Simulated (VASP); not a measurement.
Write the native input for VASP 6.6.1 that does the following.

```yaml
Task: single point
Functional: PBEsol
Potentials_or_basis: VASP PAW PBE potentials, release 64 (Fe, Ni)
Cutoff: 520 eV
k_mesh: 16 × 16 × 16
Occupations: gaussian, width 0.1 eV
Spin: no spin polarisation
Dipole_correction: no
Further_INCAR_settings: ALGO = Fast; EDIFF = 1e-07; NBANDS = 27
```

The structure of FeNi3 lies in POSCAR:

```
FeNi3
1.0
   -1.7669790000      1.7669790000      3.5395920000
    1.7669790000     -1.7669790000      3.5395920000
    1.7669790000      1.7669790000     -3.5395920000
Fe Ni
1 3
Direct
    0.0000000000      0.0000000000      0.0000000000
    0.5000000000      0.5000000000      0.0000000000
    0.7500000000      0.2500000000      0.5000000000
    0.2500000000      0.7500000000      0.5000000000
```

One way to write it, as run:

INCAR

```
  ALGO = Fast
  EDIFF = 1E-7
  ENCUT = 520
  GGA = PS
  ISIF = 2
  ISMEAR = 0
  LASPH = T
  LCHARG = F
  LREAL = F
  LWAVE = F
  NBANDS = 27
  NELM = 80
  PREC = Accurate
  SIGMA = 0.1
```

KPOINTS

```
k-points
0
Gamma
  16 16 16
```

Potentials or basis: VASP PAW PBE potentials, release 64 (Fe, Ni).

Launch:

```bash
$ cat potpaw_PBE.64/Fe/POTCAR potpaw_PBE.64/Ni/POTCAR > POTCAR
$ mpirun -np 1 vasp_std > vasp.out
```

It gave:

- Pressure: -16.6 GPa
- Band gap on the k mesh: zero (bands 19 and 20 overlap by 0.64 eV)

Caveat: the cell stands under tension; the PAW data sets were made with another functional, which shifts forces and pressure a little; the run has no spin polarisation, though such a crystal can be magnetic.

Wall time 5.2 min on 1 thread of AMD EPYC 9R45 96-Core Processor (Zen 5), with other jobs on the host, peak memory 0.44 GiB.
